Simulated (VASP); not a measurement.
# HC16 (a cell with a defect) in VASP: a series of runs

Runs on HC16 (a cell with a defect). Level: PBEsol. Tasks: single point.

Everything below comes from runs of VASP 6.6.1. Logs are shortened: lines on timing, memory, paths and dates and some standing lists are left out, and cuts for length are marked.

## (1) The cell of the first run

The cell holds a defect, 17 atoms: a = 5.049 Å, b = 5.049 Å, c = 5.049 Å, α = 60.00°, β = 60.00°, γ = 60.00°.

## (2) Single point, PBEsol

INCAR reads:

```
SYSTEM = HC16
PREC = Accurate
ENCUT = 520
EDIFF = 1E-6
ISMEAR = 0
SIGMA = 0.02
LREAL = Auto
LASPH = .True.
NELM = 100
ALGO = Normal
ISIF = 2
LWAVE = .False.
LCHARG = .False.
GGA = PS
NBANDS = 46
NELECT = 64.0
```

KPOINTS reads:

```
Automatic mesh
0
Gamma
  3 3 3
  0 0 0
```

POSCAR reads:

```
HC16
1.0
    0.0000000000      3.5700000000      3.5700000000
    3.5700000000      0.0000000000      3.5700000000
    3.5700000000      3.5700000000      0.0000000000
C H
16 1
Direct
   -0.0121236695      0.0279063025     -0.0081735294
    0.1222455182      0.1178976190      0.1322707283
   -0.0067324930     -0.0018056022      0.5049593838
    0.1206068627      0.1295558824      0.6224822129
   -0.0047432773      0.4868556022      0.0012343137
    0.1312382353      0.5996645658      0.1382799720
   -0.0071179272      0.5013313725      0.5029647059
    0.1213039216      0.6227689076      0.6265711485
    0.4946760504      0.0002463585      0.0003892157
    0.6119942577      0.1343606443      0.1266684874
    0.4946410364      0.0029959384      0.5006029412
    0.6191366947      0.1256924370      0.6265882353
    0.4953714286      0.5050467787     -0.0038417367
    0.6177358543      0.6235014006      0.1279714286
    0.4946589636      0.4995480392      0.5012785714
    0.6180060224      0.6286948179      0.6225617647
    0.9338172269      0.8052247899      0.0163833333
```

Potentials or basis: VASP PAW PBE potentials, release 64 (C, H).

Run with:

```bash
cat potpaw_PBE.64/C/POTCAR potpaw_PBE.64/H/POTCAR > POTCAR
mpirun -np 1 vasp_std > vasp.out
```

OUTCAR:

```text
SYSTEM = HC16
   PREC = Accurate
   ENCUT = 520
   EDIFF = 1E-6
   ISMEAR = 0
   LREAL = Auto
   LASPH = .True.
   NELM = 100
   ISIF = 2
   GGA = PS
   NELECT = 64.0

 ion  position               nearest neighbor table
   1  0.988  0.028  0.992-  17 1.22   2 1.51   4 1.53  10 1.55   6 1.77
   2  0.122  0.118  0.132-   1 1.51   5 1.52   9 1.54   3 1.54
   3  0.993  0.998  0.505-   2 1.54  12 1.54   8 1.55   4 1.55
   4  0.121  0.130  0.622-   1 1.53   7 1.53  11 1.54   3 1.55
   5  0.995  0.487  0.001-   2 1.52   8 1.55  14 1.56   6 1.59
   6  0.131  0.600  0.138-  17 1.18  13 1.51   7 1.51   5 1.59   1 1.77
   7  0.993  0.501  0.503-   6 1.51   4 1.53   8 1.54  16 1.55
   8  0.121  0.623  0.627-  15 1.54   7 1.54   5 1.55   3 1.55
   9  0.495  0.000  0.000-   2 1.54  12 1.54  14 1.55  10 1.56
  10  0.612  0.134  0.127-  13 1.53  11 1.54   1 1.55   9 1.56
  11  0.495  0.003  0.501-  12 1.54  10 1.54   4 1.54  16 1.54
  12  0.619  0.126  0.627-  11 1.54   9 1.54  15 1.54   3 1.54
  13  0.495  0.505  0.996-   6 1.51  10 1.53  14 1.54  16 1.54
  14  0.618  0.624  0.128-  13 1.54  15 1.54   9 1.55   5 1.56
  15  0.495  0.500  0.501-  14 1.54   8 1.54  16 1.54  12 1.54
  16  0.618  0.629  0.623-  13 1.54  15 1.54  11 1.54   7 1.55
  17  0.934  0.805  0.016-   6 1.18   1 1.22

  LATTYP: Found a face centered cubic cell.
 ALAT       =     7.1400000000

  Lattice vectors:

 A1 = (   0.0000000000,   3.5700000000,   3.5700000000)
 A2 = (   3.5700000000,   0.0000000000,   3.5700000000)
 A3 = (   3.5700000000,   3.5700000000,   0.0000000000)

Analysis of symmetry for initial positions (statically):
=====================================================================
 Subroutine PRICEL returns:
 Original cell was already a primitive cell.

 Routine SETGRP: Setting up the symmetry group for a
 face centered cubic supercell.

 Subroutine GETGRP returns: Found  1 space group operations
 (whereof  1 operations were pure point group operations)
 out of a pool of 48 trial point group operations.

The static configuration has the point symmetry C_1 .

Analysis of symmetry for dynamics (positions and initial velocities):
=====================================================================
 Subroutine PRICEL returns:
 Original cell was already a primitive cell.

 Routine SETGRP: Setting up the symmetry group for a
 face centered cubic supercell.

 Subroutine GETGRP returns: Found  1 space group operations
 (whereof  1 operations were pure point group operations)
 out of a pool of 48 trial point group operations.

The dynamic configuration has the point symmetry C_1 .

 Subroutine INISYM returns: Found  1 space group operations
 (whereof  1 operations are pure point group operations),
 and found     1 'primitive' translations

----------------------------------------------------------------------------------------

                                     Primitive cell

  volume of cell :      90.9986

  direct lattice vectors                    reciprocal lattice vectors
     0.000000000  3.570000000  3.570000000    -0.140056022  0.140056022  0.140056022
     3.570000000  0.000000000  3.570000000     0.140056022 -0.140056022  0.140056022
     3.570000000  3.570000000  0.000000000     0.140056022  0.140056022 -0.140056022

  length of vectors
     5.048742418  5.048742418  5.048742418     0.242584147  0.242584147  0.242584147

  position of ions in fractional coordinates (direct lattice)
     0.987876331  0.027906302  0.991826471
     0.122245518  0.117897619  0.132270728
     0.993267507  0.998194398  0.504959384
     0.120606863  0.129555882  0.622482213
     0.995256723  0.486855602  0.001234314
     0.131238235  0.599664566  0.138279972
[... 9 lines left out ...]
     0.618006022  0.628694818  0.622561765
     0.933817227  0.805224790  0.016383333

  ion indices of the primitive-cell ions
   primitive index   ion index
                 1           1
                 2           2
                 3           3
                 4           4
                 5           5
                 6           6
[... 9 lines left out ...]
                16          16
                17          17

----------------------------------------------------------------------------------------

 KPOINTS: Automatic mesh

Automatic generation of k-mesh.
 Grid dimensions read from file:
 generate k-points for:    3    3    3

 Generating k-lattice:

  Cartesian coordinates                     Fractional coordinates (reciprocal lattice)
    -0.046685341  0.046685341  0.046685341     0.333333333  0.000000000  0.000000000
     0.046685341 -0.046685341  0.046685341     0.000000000  0.333333333  0.000000000
     0.046685341  0.046685341 -0.046685341     0.000000000  0.000000000  0.333333333

  Length of vectors
     0.080861382  0.080861382  0.080861382

  Shift w.r.t. Gamma in fractional coordinates (k-lattice)
     0.000000000  0.000000000  0.000000000

 Subroutine IBZKPT returns following result:
 ===========================================

 Found     14 irreducible k-points:

 Following reciprocal coordinates:
            Coordinates               Weight
  0.000000  0.000000  0.000000      1.000000
  0.333333  0.000000  0.000000      2.000000
  0.000000  0.333333  0.000000      2.000000
  0.000000  0.000000  0.333333      2.000000
  0.333333  0.333333  0.333333      2.000000
  0.333333  0.333333  0.000000      2.000000
  0.000000  0.333333  0.333333      2.000000
  0.333333  0.000000  0.333333      2.000000
 -0.333333  0.333333  0.000000      2.000000
  0.000000 -0.333333  0.333333      2.000000
  0.333333  0.000000 -0.333333      2.000000
  0.333333  0.333333 -0.333333      2.000000
 -0.333333  0.333333 -0.333333      2.000000
  0.333333 -0.333333 -0.333333      2.000000
   k-points           NKPTS =     14   k-points in BZ     NKDIM =     14   number of bands    NBANDS=     46
   number of dos      NEDOS =    301   number of ions     NIONS =     17
   total plane-waves  NPLWV =  64000
   dimension x,y,z NGX =    40 NGY =   40 NGZ =   40
   dimension x,y,z NGXF=    80 NGYF=   80 NGZF=   80
   ions per type =              16   1
   NGX,Y,Z   is equivalent  to a cutoff of  13.17, 13.17, 13.17 a.u.
   NGXF,Y,Z  is equivalent  to a cutoff of  26.34, 26.34, 26.34 a.u.
 SYSTEM =  HC16
   PREC   = accura    normal or accurate (medium, high low for compatibility)
   ISTART =      0    job   : 0-new  1-cont  2-samecut
   ICHARG =      2    charge: 1-file 2-atom 10-const
   ISPIN  =      1    spin polarized calculation?
   LNONCOLLINEAR =      F non collinear calculations
   LSORBIT =      F    spin-orbit coupling
   LASPH  =      T    aspherical Exc in radial PAW
   ENCUT  =  520.0 eV  38.22 Ry    6.18 a.u.   9.39  9.39  9.39*2*pi/ulx,y,z
   NELM   =    100;   NELMIN=  2; NELMDL= -5     # of ELM steps
   EDIFF  = 0.1E-05   stopping-criterion for ELM
   LREAL  =      T    real-space projection
   EDIFFG = 0.1E-04   stopping-criterion for IOM
   NSW    =      0    number of steps for IOM
[... 5 lines left out ...]
   TEBEG  =    0.0;   TEEND  =   0.0 temperature during run
   PSTRESS=    0.0 pullay stress
   NELECT =      64.0000    total number of electrons
   NUPDOWN=      -1.0000    fix difference up-down
   EMIN   =  10.00;   EMAX   =-10.00  energy-range for DOS
   EFERMI =   0.00;   METHOD = LEGACY
   ISMEAR =     0;   SIGMA  =   0.02  broadening in eV -4-tet -1-fermi 0-gaus
   EFERMI_NEDOS =   21; number of points for ismear=-14 and -15
   IALGO  =     38    algorithm
   IMIX   =      4    mixing-type and parameters
     AMIX     =   0.40;   BMIX     =  1.00
     AMIX_MAG =   1.60;   BMIX_MAG =  1.00
  volume/ion in A,a.u.               =       5.35        36.12
  Fermi-wavevector in a.u.,A,eV,Ry     =   1.455872  2.751200 28.838420  2.119564
  Thomas-Fermi vector in A             =   2.572856
   LORBIT       =      0    0 simple, 1 ext, 2 COOP (PROOUT), +10 PAW based schemes
   GGA     = PS    functional components
   LHFCALC =     F    Hartree Fock is set to
   AEXX    =    0.0000 exact exchange contribution
   IVDW    =     0    specifies the selected vdW correction
   LEPSILON=     F    determine dielectric tensor
   LRPA    =     F    only Hartree local field effects (RPA)
 non-spin polarized calculation
 Gauss-broadening in eV      SIGMA  =   0.02
  energy-cutoff  :      520.00
  volume of cell :       91.00
 maximum number of plane-waves:      2453
 NGX is ok and might be reduce to    40
   NGX = 19   NGY = 19   NGZ = 19

 number of electron      64.0000000 magnetization

 Free energy of the ion-electron system (eV)
  ---------------------------------------------------
  ext. energy  EPLUGINS =         0.00000000
  ---------------------------------------------------
  free energy    TOTEN  =      -163.81849154 eV

  energy without entropy =     -163.81849154  energy(sigma->0) =     -163.81849154

 E-fermi :  10.0717     XC(G=0): -13.4263

 val. band max:        9.8901421896   @ k =   0.0000   0.0000   0.0000
 cond. band min:      12.6393990154   @ k =   0.0000   0.0000   0.0000
 fundamental gap:      2.7492568258
 Fermi energy:        10.0716723136

 k-point     1 :       0.0000    0.0000    0.0000
  band No.  band energies     occupation
      1     -12.0496      2.00000
      2      -6.9604      2.00000
      3      -6.0060      2.00000
      4      -5.9414      2.00000
      5      -5.8783      2.00000
      6      -4.8579      2.00000
[... 36 lines left out ...]
     43      17.6028      0.00000
     44      17.8782      0.00000

 k-point     2 :       0.3333    0.0000    0.0000
  band No.  band energies     occupation
      1     -11.3403      2.00000
      2      -8.9711      2.00000
      3      -6.6985      2.00000
      4      -6.1443      2.00000
      5      -5.9655      2.00000
      6      -5.2805      2.00000
[... 556 lines left out ...]
 k-point    14 :       0.3333   -0.3333   -0.3333
  band No.  band energies     occupation
      1     -10.3636      2.00000
      2      -9.1750      2.00000
      3      -8.9622      2.00000
      4      -7.0259      2.00000
      5      -6.8140      2.00000
      6      -4.5811      2.00000
[... 36 lines left out ...]
     43      19.1142      0.00000
     44      19.3580      0.00000
 [bands above 44 left out]

------------------------ aborting loop because EDIFF is reached ----------------------------------------

  FORCE on cell =-STRESS in cart. coord.  units (eV):
  Direction    XX          YY          ZZ          XY          YZ          ZX
  --------------------------------------------------------------------------------------
  -------------------------------------------------------------------------------------
  Total       -9.4539395     -9.8985632     -9.5270644     -1.9155849     -1.6091807      2.3888740
  in kB     -166.4518993   -174.2802190   -167.7393822    -33.7269706    -28.3322299     42.0599921
  external PRESSURE =    -169.4905002 kB  Pullay stress =       0.0000000 kB

 VOLUME and BASIS-vectors are now :
 -----------------------------------------------------------------------------
  energy-cutoff  :      520.00
  volume of cell :       91.00
      direct lattice vectors                 reciprocal lattice vectors
     0.000000000  3.570000000  3.570000000    -0.140056022  0.140056022  0.140056022
     3.570000000  0.000000000  3.570000000     0.140056022 -0.140056022  0.140056022
     3.570000000  3.570000000  0.000000000     0.140056022  0.140056022 -0.140056022

 POSITION                                       TOTAL-FORCE (eV/Angst)
 -----------------------------------------------------------------------------------
      3.64045      7.06754      3.62634         0.007253      0.026473     -0.008366
      0.89310      0.90862      0.85731        -0.014604      0.002274      0.003859
      5.36626      5.34867      7.10952         0.008090      0.005904     -0.013784
      2.68478      2.65283      0.89308        -0.031265      0.000771      0.008280
      1.74248      3.55747      5.29114         0.009587     -0.002721     -0.006949
      2.63446      0.96218      2.60932        -0.038892      0.013850      0.041782
[... 9 lines left out ...]
      4.46699      4.42883      4.45072        -0.012932      0.001036      0.022627
      2.93314      3.39222      6.20838         0.054568     -0.039776     -0.062748
 -----------------------------------------------------------------------------------
    total drift:                               -0.013411      0.034551      0.040620

  FREE ENERGIE OF THE ION-ELECTRON SYSTEM (eV)
  ---------------------------------------------------
  free  energy   TOTEN  =      -163.8184915351 eV

  energy  without entropy=     -163.8184915351  energy(sigma->0) =     -163.81849154
```

It took 2.5 min on 1 thread of Intel Xeon 6975P-C (Granite Rapids), shared host; peak memory 0.24 GiB.

Results:

* Free energy: -163.8185 eV
* Largest force: 0.092 eV/Å

Forces in eV/Å, atoms in the order of the input:
```
C    0.007  0.026 -0.008
C   -0.015  0.002  0.004
C    0.008  0.006 -0.014
C   -0.031  0.001  0.008
C    0.010 -0.003 -0.007
C   -0.039  0.014  0.042
C    0.024  0.013 -0.026
C   -0.008  0.000  0.027
C    0.005  0.006 -0.005
C   -0.011 -0.014  0.006
C    0.002  0.007 -0.006
C   -0.010 -0.006  0.018
C    0.020 -0.007 -0.015
C   -0.013 -0.009  0.019
C    0.008  0.004 -0.003
C   -0.013  0.001  0.023
H    0.055 -0.040 -0.063
```

Levels at points of the mesh, in eV from the Fermi level:
```csv
k point,band 28,band 29,band 30,band 31,band 32,band 33,band 34,band 35,band 36,band 37
"(0.00, 0.00, 0.00)",-2.95,-2.81,-0.47,-0.35,-0.18,2.57,2.79,3.92,4.21,4.41
```

Caveat: the k points lie up to 0.51 Å⁻¹ apart; the cell carries a net charge on a neutralising background, which shifts energy and pressure; the cell is charged against a uniform background, so pressure and absolute levels hang on convention; the PAW data sets were made with another functional, which shifts forces and pressure a little.

(Continued in part 2 of 2.)
